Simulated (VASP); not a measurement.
# Rh in VASP: single point with PBEsol

Aim: the single point of Rh with PBEsol.

Everything below comes from runs of VASP 6.6.1. Logs are shortened: lines on timing, memory, paths and dates and some standing lists are left out, and cuts for length are marked.

## (1) The cell of the first run

The cell holds a slab with vacuum, 5 atoms: a = 2.673 Å, b = 2.673 Å, c = 23.562 Å, α = 90.00°, β = 90.00°, γ = 90.00°.

## (2) Single point, PBEsol

Contents of POSCAR:

```
Rh
1.0
    2.6734833388      0.0000000000      0.0000000000
    0.0000000000      2.6734833388      0.0000000000
    0.0000000000      0.0000000000     23.5618000000
Rh
5
Direct
    0.0000000000      0.0000000000      0.3395336353
    0.5000000000      0.5000000000      0.4197668174
    0.0000000000      0.0000000000      0.5000000000
    0.5000000000      0.5000000000      0.5802331826
    0.0000000000      0.0000000000      0.6604663647
```

Contents of INCAR.step1:

```
ALGO = Normal ; DIPOL = 0.5 0.5 0.500
EDIFF = 1E-7 ; ENCUT = 520
GGA = PS ; IDIPOL = 3
ISIF = 2 ; ISMEAR = -1
LASPH = True ; LCHARG = True
LDIPOL = True ; LMAXMIX = 4
LREAL = False ; LWAVE = False
NBANDS = 46 ; NELM = 100
PREC = Accurate ; SIGMA = 0.08
```

Contents of KPOINTS.step1:

```
k-points
0
Gamma
  14 14 1
```

Contents of INCAR.step2:

```
ALGO = Normal ; DIPOL = 0.5 0.5 0.500
EDIFF = 1E-7 ; ENCUT = 520
GGA = PS ; ICHARG = 11
IDIPOL = 3 ; ISIF = 2
ISMEAR = -5 ; LASPH = True
LCHARG = False ; LDIPOL = True
LMAXMIX = 4 ; LORBIT = 11
LREAL = False ; LWAVE = False
NEDOS = 2001 ; NELM = 100
PREC = Accurate ; SIGMA = 0.08
```

Contents of KPOINTS.step2:

```
k-points
0
Gamma
  21 21 1
```

Potentials or basis: VASP PAW PBE potentials, release 64 (Rh_pv).

Run with:

```bash
cat potpaw_PBE.64/Rh_pv/POTCAR > POTCAR
cp INCAR.step1 INCAR
cp KPOINTS.step1 KPOINTS
mpirun -np 1 vasp_std > vasp.out
cp INCAR.step2 INCAR
cp KPOINTS.step2 KPOINTS
mpirun -np 1 vasp_std > vasp.out
```

OUTCAR:

```text
EDIFF = 1E-7
   ENCUT = 520
   GGA = PS
   ICHARG = 11
   ISIF = 2
   ISMEAR = -5
   LASPH = True
   LORBIT = 11
   LREAL = False
   NELM = 100
   PREC = Accurate

 ion  position               nearest neighbor table
   1  0.000  0.000  0.340-   2 2.67   2 2.67   2 2.67   2 2.67
   2  0.500  0.500  0.420-   1 2.67   1 2.67   1 2.67   1 2.67   3 2.67   3 2.67   3 2.67   3 2.67

   3  0.000  0.000  0.500-   2 2.67   4 2.67   2 2.67   4 2.67   2 2.67   4 2.67   2 2.67   4 2.67

   4  0.500  0.500  0.580-   5 2.67   5 2.67   5 2.67   5 2.67   3 2.67   3 2.67   3 2.67   3 2.67

   5  0.000  0.000  0.660-   4 2.67   4 2.67   4 2.67   4 2.67

  LATTYP: Found a simple tetragonal cell.
 ALAT       =     2.6734833388
 C/A-ratio  =     8.8131463765

  Lattice vectors:

 A1 = (   2.6734833388,   0.0000000000,   0.0000000000)
 A2 = (   0.0000000000,   2.6734833388,   0.0000000000)
 A3 = (   0.0000000000,   0.0000000000,  23.5618000000)

Analysis of symmetry for initial positions (statically):
=====================================================================
 Subroutine PRICEL returns:
 Original cell was already a primitive cell.

 Routine SETGRP: Setting up the symmetry group for a
 simple tetragonal supercell.

 Subroutine GETGRP returns: Found 16 space group operations
 (whereof 16 operations were pure point group operations)
 out of a pool of 16 trial point group operations.

The static configuration has the point symmetry D_4h.

Analysis of symmetry for dynamics (positions and initial velocities):
=====================================================================
 Subroutine PRICEL returns:
 Original cell was already a primitive cell.

 Routine SETGRP: Setting up the symmetry group for a
 simple tetragonal supercell.

 Subroutine GETGRP returns: Found 16 space group operations
 (whereof 16 operations were pure point group operations)
 out of a pool of 16 trial point group operations.

The dynamic configuration has the point symmetry D_4h.

 Subroutine INISYM returns: Found 16 space group operations
 (whereof 16 operations are pure point group operations),
 and found     1 'primitive' translations

----------------------------------------------------------------------------------------

                                     Primitive cell

  volume of cell :     168.4083

  direct lattice vectors                    reciprocal lattice vectors
     2.673483339  0.000000000  0.000000000     0.374043850  0.000000000  0.000000000
     0.000000000  2.673483339  0.000000000     0.000000000  0.374043850  0.000000000
     0.000000000  0.000000000 23.561800000     0.000000000  0.000000000  0.042441579

  length of vectors
     2.673483339  2.673483339 23.561800000     0.374043850  0.374043850  0.042441579

  position of ions in fractional coordinates (direct lattice)
     0.000000000  0.000000000  0.339533635
     0.500000000  0.500000000  0.419766817
     0.000000000  0.000000000  0.500000000
     0.500000000  0.500000000  0.580233183
     0.000000000  0.000000000  0.660466365

  ion indices of the primitive-cell ions
   primitive index   ion index
                 1           1
                 2           2
                 3           3
                 4           4
                 5           5

----------------------------------------------------------------------------------------

 KPOINTS: k-points

Automatic generation of k-mesh.
 Grid dimensions read from file:
 generate k-points for:   21   21    1

 Generating k-lattice:

  Cartesian coordinates                     Fractional coordinates (reciprocal lattice)
     0.017811612  0.000000000  0.000000000     0.047619048  0.000000000  0.000000000
     0.000000000  0.017811612  0.000000000     0.000000000  0.047619048  0.000000000
     0.000000000  0.000000000  0.042441579     0.000000000  0.000000000  1.000000000

  Length of vectors
     0.017811612  0.017811612  0.042441579

  Shift w.r.t. Gamma in fractional coordinates (k-lattice)
     0.000000000  0.000000000  0.000000000

 TETIRR: Found    639 inequivalent tetrahedra from     2646

 Subroutine IBZKPT returns following result:
 ===========================================

 Found     66 irreducible k-points:

 Following reciprocal coordinates:
            Coordinates               Weight
  0.000000  0.000000  0.000000      1.000000
  0.047619  0.000000  0.000000      4.000000
  0.095238  0.000000  0.000000      4.000000
  0.142857  0.000000  0.000000      4.000000
  0.190476  0.000000  0.000000      4.000000
  0.238095  0.000000  0.000000      4.000000
[... 16 lines left out ...]
  0.142857  0.095238  0.000000      8.000000
  0.190476  0.095238  0.000000      8.000000
 [... further k-points ...]
   k-points           NKPTS =     66   k-points in BZ     NKDIM =     66   number of bands    NBANDS=     45
   number of dos      NEDOS =   2001   number of ions     NIONS =      5
   total plane-waves  NPLWV =  72000
   dimension x,y,z NGX =    20 NGY =   20 NGZ =  180
   dimension x,y,z NGXF=    40 NGYF=   40 NGZF=  360
   ions per type =               5
   NGX,Y,Z   is equivalent  to a cutoff of  12.44, 12.44, 12.70 a.u.
   NGXF,Y,Z  is equivalent  to a cutoff of  24.87, 24.87, 25.40 a.u.
 SYSTEM =  unknown system
   PREC   = accura    normal or accurate (medium, high low for compatibility)
   ISTART =      0    job   : 0-new  1-cont  2-samecut
   ICHARG =     11    charge: 1-file 2-atom 10-const
   ISPIN  =      1    spin polarized calculation?
   LNONCOLLINEAR =      F non collinear calculations
   LSORBIT =      F    spin-orbit coupling
   LASPH  =      T    aspherical Exc in radial PAW
   ENCUT  =  520.0 eV  38.22 Ry    6.18 a.u.   4.97  4.97 43.81*2*pi/ulx,y,z
   NELM   =    100;   NELMIN=  2; NELMDL=  0     # of ELM steps
   EDIFF  = 0.1E-06   stopping-criterion for ELM
   LREAL  =      F    real-space projection
   EDIFFG = 0.1E-05   stopping-criterion for IOM
   NSW    =      0    number of steps for IOM
   IBRION =     -1    ionic relax: 0-MD 1-quasi-New 2-CG
   NFREE  =      0    steps in history (QN), initial steepest desc. (CG)
   ISIF   =      2    stress and relaxation
   ISYM   =      2    0-nonsym 1-usesym 2-fastsym
   POTIM  = 0.5000    time-step for ionic-motion
   TEBEG  =    0.0;   TEEND  =   0.0 temperature during run
   PSTRESS=    0.0 pullay stress
   NELECT =      75.0000    total number of electrons
   NUPDOWN=      -1.0000    fix difference up-down
   EMIN   =  10.00;   EMAX   =-10.00  energy-range for DOS
   EFERMI =   0.00;   METHOD = LEGACY
   ISMEAR =    -5;   SIGMA  =   0.08  broadening in eV -4-tet -1-fermi 0-gaus
   EFERMI_NEDOS =   21; number of points for ismear=-14 and -15
   IALGO  =     38    algorithm
   IMIX   =      4    mixing-type and parameters
     AMIX     =   0.40;   BMIX     =  1.00
     AMIX_MAG =   1.60;   BMIX_MAG =  1.00
  volume/ion in A,a.u.               =      33.68       227.30
  Fermi-wavevector in a.u.,A,eV,Ry     =   1.250184  2.362506 21.265379  1.562961
  Thomas-Fermi vector in A             =   2.384190
   LORBIT       =     11    0 simple, 1 ext, 2 COOP (PROOUT), +10 PAW based schemes
   GGA     = PS    functional components
   LHFCALC =     F    Hartree Fock is set to
   AEXX    =    0.0000 exact exchange contribution
   IVDW    =     0    specifies the selected vdW correction
   LEPSILON=     F    determine dielectric tensor
   LRPA    =     F    only Hartree local field effects (RPA)
 non-spin polarized calculation
 Fermi weights with tetrahedron method with Bloechl corrections
  energy-cutoff  :      520.00
  volume of cell :      168.41
 maximum number of plane-waves:      4575
 NGX is ok and might be reduce to    20

 number of electron      74.9999977 magnetization

 dipolmoment           0.000000      0.000000     -0.000000 electrons x Angstroem

 Free energy of the ion-electron system (eV)
  ---------------------------------------------------
  ext. energy  EPLUGINS =         0.00000000
  ---------------------------------------------------
  free energy    TOTEN  =       -38.11326952 eV

  energy without entropy =      -38.11326952  energy(sigma->0) =      -38.11326952

 E-fermi :   1.7314     XC(G=0):  -6.6031

 val. band max:        1.7419071625   @ k =   0.4762   0.0476   0.0000
 cond. band min:       1.7188000004   @ k =   0.4286   0.3333   0.0000
 fundamental gap:     -0.0231071621
 Fermi energy:         1.7313685661

 k-point     1 :       0.0000    0.0000    0.0000
  band No.  band energies     occupation
      1     -45.3248      2.00000
      2     -45.0702      2.00000
      3     -44.9023      2.00000
      4     -44.9023      2.00000
      5     -44.8220      2.00000
      6     -44.8006      2.00000
[... 37 lines left out ...]
     44       2.5563      0.00000
     45       2.9956      0.00000

 k-point     2 :       0.0476    0.0000    0.0000
  band No.  band energies     occupation
      1     -45.3219      2.00000
      2     -45.0742      2.00000
      3     -44.9067      2.00000
      4     -44.9003      2.00000
      5     -44.8446      2.00000
      6     -44.7997      2.00000
[... 37 lines left out ...]
     44       2.5799      0.00000
     45       3.2670      0.00000

 k-point     3 :       0.0952    0.0000    0.0000
  band No.  band energies     occupation
      1     -45.3139      2.00000
      2     -45.0873      2.00000
      3     -44.9191      2.00000
      4     -44.8945      2.00000
      5     -44.8849      2.00000
      6     -44.7968      2.00000
[... 37 lines left out ...]
     44       2.6027      0.00000
     45       3.7991      0.00000

 k-point     4 :       0.1429    0.0000    0.0000
  band No.  band energies     occupation
      1     -45.3020      2.00000
      2     -45.1113      2.00000
      3     -44.9379      2.00000
      4     -44.9336      2.00000
      5     -44.8851      2.00000
      6     -44.7923      2.00000
[... 901 lines left out ...]
     44       2.7505      0.00000
     45       4.3725      0.00000

 k-point    23 :       0.1429    0.0952    0.0000
  band No.  band energies     occupation
      1     -45.2909      2.00000
      2     -45.1120      2.00000
      3     -44.9604      2.00000
      4     -44.9376      2.00000
      5     -44.8889      2.00000
      6     -44.8440      2.00000
[... 37 lines left out ...]
     44       3.1496      0.00000
     45       4.8717      0.00000

 k-point    24 :       0.1905    0.0952    0.0000
  band No.  band energies     occupation
      1     -45.2779      2.00000
      2     -45.1410      2.00000
      3     -44.9836      2.00000
      4     -44.9835      2.00000
      5     -44.8923      2.00000
      6     -44.8459      2.00000
[... 37 lines left out ...]
     44       3.5799      0.00000
     45       5.4101      0.00000

 [... further k-points ...]

------------------------ aborting loop because EDIFF is reached ----------------------------------------

 vacuum level on the upper side and lower side of the slab       (xc-potential included)        -0.062        -0.062

  FORCE on cell =-STRESS in cart. coord.  units (eV):
  Direction    XX          YY          ZZ          XY          YZ          ZX
  --------------------------------------------------------------------------------------
  -------------------------------------------------------------------------------------
  Total       -4.4020932     -4.4020932     -3.3863234      0.0000000     -0.0000000      0.0000000
  in kB      -41.8799725    -41.8799725    -32.2162942      0.0000000     -0.0000000      0.0000000
  external PRESSURE =     -38.6587464 kB  Pullay stress =       0.0000000 kB

 VOLUME and BASIS-vectors are now :
 -----------------------------------------------------------------------------
  energy-cutoff  :      520.00
  volume of cell :      168.41
      direct lattice vectors                 reciprocal lattice vectors
     2.673483339  0.000000000  0.000000000     0.374043850  0.000000000  0.000000000
     0.000000000  2.673483339  0.000000000     0.000000000  0.374043850  0.000000000
     0.000000000  0.000000000 23.561800000     0.000000000  0.000000000  0.042441579

 POSITION                                       TOTAL-FORCE (eV/Angst)
 -----------------------------------------------------------------------------------
      0.00000      0.00000      8.00002        -0.000000     -0.000000      0.696610
      1.33674      1.33674      9.89046         0.000000     -0.000000     -0.714938
      0.00000      0.00000     11.78090         0.000000      0.000000      0.000000
      1.33674      1.33674     13.67134         0.000000      0.000000      0.714938
      0.00000      0.00000     15.56178         0.000000     -0.000000     -0.696610
 -----------------------------------------------------------------------------------
    total drift:                                0.000000      0.000000     -0.000000

  FREE ENERGIE OF THE ION-ELECTRON SYSTEM (eV)
  ---------------------------------------------------
  free  energy   TOTEN  =       -38.1132695174 eV

  energy  without entropy=      -38.1132695174  energy(sigma->0) =      -38.11326952

 vacuum level on the upper side and lower side of the slab         6.879         6.879

 total charge

# of ion       s       p       d       tot
------------------------------------------
    1        0.375   6.194   7.109  13.678
    2        0.412   6.313   7.055  13.780
    3        0.418   6.317   7.064  13.799
    4        0.412   6.313   7.055  13.780
    5        0.375   6.194   7.109  13.678
--------------------------------------------------
tot          1.992  31.332  35.392  68.717
```

It took 14 min on 1 thread of Intel Xeon Platinum 8259CL at 2.50GHz (Skylake/Cascade Lake), shared host; peak memory 0.47 GiB.

What came out:

| Property | Result |
| --- | --- |
| Valence electrons inside the program's atomic spheres | Rh 13.68, 13.78, 13.80 (each value once) |

Levels at points of the mesh, in eV from the Fermi level:
```tsv
k point	band 35	band 36	band 37	band 38	band 39	band 40	band 41	band 42
(0.00, 0.00, 0.00)	-0.87	-0.55	-0.46	0.07	0.14	0.14	0.54	0.65
```

Caveat: the PAW data sets were made with another functional, which shifts forces and pressure a little.
